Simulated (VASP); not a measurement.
# MgZn2TeSe2 (I-4m2) in VASP: single point with PBE

Aim: the single point of MgZn2TeSe2 with PBE.

Everything below comes from runs of VASP 6.6.1. Logs are shortened: lines on timing, memory, paths and dates and some standing lists are left out, and cuts for length are marked.

**1. The cell of the first run**

The structure is tetragonal, space group I-4m2 (No. 119). Conventional cell: a = 4.230 Å, b = 4.230 Å, c = 17.867 Å, α = 90.00°, β = 90.00°, γ = 90.00°. Mg (site symmetry -4m2) has 4 Se at 2.60 Å within 3.4 Å. Zn (site symmetry 2mm) has 2 Se at 2.52 Å and 2 Te at 2.64 Å within 3.3 Å. Within 3.5 Å of Te (site symmetry -4m2) lie 4 Zn at 2.64 Å. Se (site symmetry 2mm) has 2 Zn at 2.52 Å and 2 Mg at 2.60 Å within 3.3 Å.

**2. Single point, PBE**

INCAR

```
SYSTEM = MgZn2TeSe2
PREC = Accurate ; ENCUT = 520
EDIFF = 1E-7 ; ISMEAR = 0
SIGMA = 0.01 ; LREAL = .False.
LASPH = .True. ; NELM = 100
ALGO = Normal ; ISIF = 2
LWAVE = .False. ; LCHARG = .False.
GGA = PE ; NBANDS = 31
```

KPOINTS

```
regular mesh
0
Gamma
  10 10 10
  0 0 0
```

POSCAR

```
MgZn2TeSe2
1.0
   -2.1152081692      2.1152081692      8.9335122779
    2.1152081692     -2.1152081692      8.9335122779
    2.1152081692      2.1152081692     -8.9335122779
Mg Zn Te Se
1 2 1 2
Direct
    0.0000000000      0.0000000000      0.0000000000
    0.6611580044      0.6611580044      0.0000000000
    0.3388419956      0.3388419956      0.0000000000
    0.2500000000      0.7500000000      0.5000000000
    0.5841553342      0.0841553342      0.5000000000
    0.9158446658      0.4158446658      0.5000000000
```

Potentials or basis: VASP PAW PBE potentials, release 64 (Mg, Zn, Te, Se).

On the command line:

```sh
> cat potpaw_PBE.64/Mg/POTCAR potpaw_PBE.64/Zn/POTCAR potpaw_PBE.64/Te/POTCAR potpaw_PBE.64/Se/POTCAR > POTCAR
> mpirun -np 1 vasp_std > vasp.out
```

OUTCAR:

```text
SYSTEM = MgZn2TeSe2
   PREC = Accurate
   ENCUT = 520
   EDIFF = 1E-7
   ISMEAR = 0
   LREAL = .False.
   LASPH = .True.
   NELM = 100
   ISIF = 2
   GGA = PE

 ion  position               nearest neighbor table
   1  0.000  0.000  0.000-   6 2.60   5 2.60   5 2.60   6 2.60
   2  0.661  0.661  0.000-   5 2.52   5 2.52   4 2.64   4 2.64
   3  0.339  0.339  0.000-   6 2.52   6 2.52   4 2.64   4 2.64
   4  0.250  0.750  0.500-   2 2.64   3 2.64   3 2.64   2 2.64
   5  0.584  0.084  0.500-   2 2.52   2 2.52   1 2.60   1 2.60
   6  0.916  0.416  0.500-   3 2.52   3 2.52   1 2.60   1 2.60

  LATTYP: Found a body centered tetragonal cell.
 ALAT       =     4.2304163384
 C/A-ratio  =     4.2234671783

  Lattice vectors:

 A1 = (  -2.1152081692,   2.1152081692,   8.9335122779)
 A2 = (   2.1152081692,  -2.1152081692,   8.9335122779)
 A3 = (   2.1152081692,   2.1152081692,  -8.9335122779)

Analysis of symmetry for initial positions (statically):
=====================================================================
 Subroutine PRICEL returns:
 Original cell was already a primitive cell.

 Routine SETGRP: Setting up the symmetry group for a
 body centered tetragonal supercell.

 Subroutine GETGRP returns: Found  8 space group operations
 (whereof  8 operations were pure point group operations)
 out of a pool of 16 trial point group operations.

The static configuration has the point symmetry D_2d.

Analysis of symmetry for dynamics (positions and initial velocities):
=====================================================================
 Subroutine PRICEL returns:
 Original cell was already a primitive cell.

 Routine SETGRP: Setting up the symmetry group for a
 body centered tetragonal supercell.

 Subroutine GETGRP returns: Found  8 space group operations
 (whereof  8 operations were pure point group operations)
 out of a pool of 16 trial point group operations.

The dynamic configuration has the point symmetry D_2d.

 Subroutine INISYM returns: Found  8 space group operations
 (whereof  8 operations are pure point group operations),
 and found     1 'primitive' translations

----------------------------------------------------------------------------------------

                                     Primitive cell

  volume of cell :     159.8779

  direct lattice vectors                    reciprocal lattice vectors
    -2.115208169  2.115208169  8.933512278     0.000000000  0.236383353  0.055969028
     2.115208169 -2.115208169  8.933512278     0.236383353  0.000000000  0.055969028
     2.115208169  2.115208169 -8.933512278     0.236383353  0.236383353  0.000000000

  length of vectors
     9.421032471  9.421032471  9.421032471     0.242918961  0.242918961  0.334296544

  position of ions in fractional coordinates (direct lattice)
     0.000000000  0.000000000  0.000000000
     0.661158004  0.661158004  0.000000000
     0.338841996  0.338841996  0.000000000
     0.250000000  0.750000000  0.500000000
     0.584155334  0.084155334  0.500000000
     0.915844666  0.415844666  0.500000000

  ion indices of the primitive-cell ions
   primitive index   ion index
                 1           1
                 2           2
                 3           3
                 4           4
                 5           5
                 6           6

----------------------------------------------------------------------------------------

 KPOINTS: regular mesh

Automatic generation of k-mesh.
 Grid dimensions read from file:
 generate k-points for:   10   10   10

 Generating k-lattice:

  Cartesian coordinates                     Fractional coordinates (reciprocal lattice)
     0.000000000  0.023638335  0.005596903     0.100000000  0.000000000 -0.000000000
     0.023638335  0.000000000  0.005596903     0.000000000  0.100000000 -0.000000000
     0.023638335  0.023638335  0.000000000     0.000000000  0.000000000  0.100000000

  Length of vectors
     0.024291896  0.024291896  0.033429654

  Shift w.r.t. Gamma in fractional coordinates (k-lattice)
     0.000000000  0.000000000  0.000000000

 Subroutine IBZKPT returns following result:
 ===========================================

 Found    102 irreducible k-points:

 Following reciprocal coordinates:
            Coordinates               Weight
  0.000000  0.000000  0.000000      1.000000
  0.100000  0.000000  0.000000      8.000000
  0.200000  0.000000  0.000000      8.000000
  0.300000  0.000000 -0.000000      8.000000
  0.400000  0.000000  0.000000      8.000000
  0.500000  0.000000  0.000000      4.000000
[... 16 lines left out ...]
  0.300000  0.300000 -0.000000      8.000000
  0.400000  0.300000 -0.000000     16.000000
 [... further k-points ...]
   k-points           NKPTS =    102   k-points in BZ     NKDIM =    102   number of bands    NBANDS=     31
   number of dos      NEDOS =    301   number of ions     NIONS =      6
   total plane-waves  NPLWV = 343000
   dimension x,y,z NGX =    70 NGY =   70 NGZ =   70
   dimension x,y,z NGXF=   140 NGYF=  140 NGZF=  140
   ions per type =               1   2   1   2
   NGX,Y,Z   is equivalent  to a cutoff of  12.35, 12.35, 12.35 a.u.
   NGXF,Y,Z  is equivalent  to a cutoff of  24.70, 24.70, 24.70 a.u.
 SYSTEM =  MgZn2TeSe2
   PREC   = accura    normal or accurate (medium, high low for compatibility)
   ISTART =      0    job   : 0-new  1-cont  2-samecut
   ICHARG =      2    charge: 1-file 2-atom 10-const
   ISPIN  =      1    spin polarized calculation?
   LNONCOLLINEAR =      F non collinear calculations
   LSORBIT =      F    spin-orbit coupling
   LASPH  =      T    aspherical Exc in radial PAW
   ENCUT  =  520.0 eV  38.22 Ry    6.18 a.u.  17.52 17.52 17.52*2*pi/ulx,y,z
   NELM   =    100;   NELMIN=  2; NELMDL= -5     # of ELM steps
   EDIFF  = 0.1E-06   stopping-criterion for ELM
   LREAL  =      F    real-space projection
   EDIFFG = 0.1E-05   stopping-criterion for IOM
   NSW    =      0    number of steps for IOM
   IBRION =     -1    ionic relax: 0-MD 1-quasi-New 2-CG
   NFREE  =      0    steps in history (QN), initial steepest desc. (CG)
   ISIF   =      2    stress and relaxation
   ISYM   =      2    0-nonsym 1-usesym 2-fastsym
   POTIM  = 0.5000    time-step for ionic-motion
   TEBEG  =    0.0;   TEEND  =   0.0 temperature during run
   PSTRESS=    0.0 pullay stress
   NELECT =      44.0000    total number of electrons
   NUPDOWN=      -1.0000    fix difference up-down
   EMIN   =  10.00;   EMAX   =-10.00  energy-range for DOS
   EFERMI =   0.00;   METHOD = LEGACY
   ISMEAR =     0;   SIGMA  =   0.01  broadening in eV -4-tet -1-fermi 0-gaus
   EFERMI_NEDOS =   21; number of points for ismear=-14 and -15
   IALGO  =     38    algorithm
   IMIX   =      4    mixing-type and parameters
     AMIX     =   0.40;   BMIX     =  1.00
     AMIX_MAG =   1.60;   BMIX_MAG =  1.00
  volume/ion in A,a.u.               =      26.65       179.82
  Fermi-wavevector in a.u.,A,eV,Ry     =   1.064869  2.012311 15.428275  1.133946
  Thomas-Fermi vector in A             =   2.200402
   LORBIT       =      0    0 simple, 1 ext, 2 COOP (PROOUT), +10 PAW based schemes
   GGA     = PE    functional components
   LHFCALC =     F    Hartree Fock is set to
   AEXX    =    0.0000 exact exchange contribution
   IVDW    =     0    specifies the selected vdW correction
   LEPSILON=     F    determine dielectric tensor
   LRPA    =     F    only Hartree local field effects (RPA)
 non-spin polarized calculation
 Gauss-broadening in eV      SIGMA  =   0.01
  energy-cutoff  :      520.00
  volume of cell :      159.88
 maximum number of plane-waves:      4329
 NGX is ok and might be reduce to    70
   NGX = 35   NGY = 35   NGZ = 35

 number of electron      43.9999994 magnetization

 Free energy of the ion-electron system (eV)
  ---------------------------------------------------
  ext. energy  EPLUGINS =         0.00000000
  ---------------------------------------------------
  free energy    TOTEN  =       -18.62480544 eV

  energy without entropy =      -18.62480544  energy(sigma->0) =      -18.62480544

 E-fermi :   1.8672     XC(G=0):  -8.6674

 val. band max:        1.7966980252   @ k =   0.0000   0.0000   0.0000
 cond. band min:       2.9864414901   @ k =   0.0000   0.0000   0.0000
 fundamental gap:      1.1897434649
 Fermi energy:         1.8672279853

 k-point     1 :       0.0000    0.0000    0.0000
  band No.  band energies     occupation
      1     -10.7087      2.00000
      2     -10.3304      2.00000
      3      -8.9113      2.00000
      4      -4.6371      2.00000
      5      -4.6293      2.00000
      6      -4.6293      2.00000
[... 23 lines left out ...]
     30       7.3929      0.00000
     31       9.6705      0.00000

 k-point     2 :       0.1000    0.0000    0.0000
  band No.  band energies     occupation
      1     -10.6789      2.00000
      2     -10.3199      2.00000
      3      -8.8868      2.00000
      4      -4.6341      2.00000
      5      -4.6271      2.00000
      6      -4.6239      2.00000
[... 23 lines left out ...]
     30       7.5565      0.00000
     31       8.9600      0.00000

 k-point     3 :       0.2000    0.0000    0.0000
  band No.  band energies     occupation
      1     -10.5968      2.00000
      2     -10.2933      2.00000
      3      -8.8221      2.00000
      4      -4.6258      2.00000
      5      -4.6210      2.00000
      6      -4.6123      2.00000
[... 23 lines left out ...]
     30       7.9573      0.00000
     31       8.2496      0.00000

 k-point     4 :       0.3000    0.0000   -0.0000
  band No.  band energies     occupation
      1     -10.4843      2.00000
      2     -10.2645      2.00000
      3      -8.7417      2.00000
      4      -4.6175      2.00000
      5      -4.6121      2.00000
      6      -4.5904      2.00000
[... 635 lines left out ...]
     30       7.6824      0.00000
     31       8.6110      0.00000

 k-point    23 :       0.3000    0.3000   -0.0000
  band No.  band energies     occupation
      1     -10.3024      2.00000
      2     -10.1802      2.00000
      3      -8.5432      2.00000
      4      -4.5857      2.00000
      5      -4.5715      2.00000
      6      -4.5649      2.00000
[... 23 lines left out ...]
     30       8.3196      0.00000
     31       8.8729      0.00000

 k-point    24 :       0.4000    0.3000   -0.0000
  band No.  band energies     occupation
      1     -10.2199      2.00000
      2     -10.1545      2.00000
      3      -8.4607      2.00000
      4      -4.5790      2.00000
      5      -4.5595      2.00000
      6      -4.5513      2.00000
[... 23 lines left out ...]
     30       8.4996      0.00000
     31       9.1654      0.00000

 [... further k-points ...]
[... 5 lines left out ...]
  --------------------------------------------------------------------------------------
  -------------------------------------------------------------------------------------
  Total        0.0665140      0.0665140      0.0625813      0.0000000      0.0000000      0.0000000
  in kB        0.6665536      0.6665536      0.6271427      0.0000000      0.0000000      0.0000000
  external PRESSURE =       0.6534166 kB  Pullay stress =       0.0000000 kB

 VOLUME and BASIS-vectors are now :
 -----------------------------------------------------------------------------
  energy-cutoff  :      520.00
  volume of cell :      159.88
      direct lattice vectors                 reciprocal lattice vectors
    -2.115208169  2.115208169  8.933512278     0.000000000  0.236383353  0.055969028
     2.115208169 -2.115208169  8.933512278     0.236383353  0.000000000  0.055969028
     2.115208169  2.115208169 -8.933512278     0.236383353  0.236383353  0.000000000

 POSITION                                       TOTAL-FORCE (eV/Angst)
 -----------------------------------------------------------------------------------
      0.00000      0.00000      0.00000         0.000000      0.000000      0.000000
      0.00000      0.00000     11.81293         0.000000      0.000000      0.006096
      0.00000      0.00000      6.05410         0.000000      0.000000     -0.006096
      2.11521      0.00000      4.46676         0.000000      0.000000      0.000000
      0.00000      2.11521      1.50361        -0.000000     -0.000000     -0.022625
      0.00000      2.11521      7.42991        -0.000000     -0.000000      0.022625
 -----------------------------------------------------------------------------------
    total drift:                               -0.000001      0.000001      0.000000

  FREE ENERGIE OF THE ION-ELECTRON SYSTEM (eV)
  ---------------------------------------------------
  free  energy   TOTEN  =       -18.6248054400 eV

  energy  without entropy=      -18.6248054400  energy(sigma->0) =      -18.62480544
```

Run time: 17 min. Hardware: 1 thread of Intel Xeon 6975P-C (Granite Rapids), shared host; peak memory 1.1 GiB.

What came out:

- Free energy: -18.6248 eV
- Pressure: 0.1 GPa
- Largest force: 0.023 eV/Å
- Band gap on the k mesh: 1.19 eV

Forces on the atoms (eV/Å):
```
Mg   0.000  0.000  0.000
Zn   0.000  0.000  0.006
Zn   0.000  0.000 -0.006
Te   0.000  0.000  0.000
Se   0.000  0.000 -0.023
Se   0.000  0.000  0.023
```

Levels at points of the mesh, in eV from the valence-band top:
```csv
k point,band 18,band 19,band 20,band 21,band 22,band 23,band 24,band 25,band 26,band 27
"(0.00, 0.00, 0.00)",-1.62,-1.62,-0.20,0.00,0.00,1.19,3.14,3.39,3.64,3.97
"(0.50, 0.00, 0.00)",-1.63,-1.21,-1.18,-0.83,-0.24,2.30,3.42,4.14,5.31,5.76
"(0.50, 0.50, 0.00)",-2.36,-2.25,-2.17,-1.89,-1.86,2.78,3.16,4.11,4.13,4.15
"(0.50, 0.50, 0.50)",-1.56,-1.20,-1.20,-0.21,-0.21,2.51,2.95,3.17,3.46,4.64
```

Caveat: spin-orbit coupling is left out, which moves the levels of the heavy elements. A k mesh can miss the band edges.
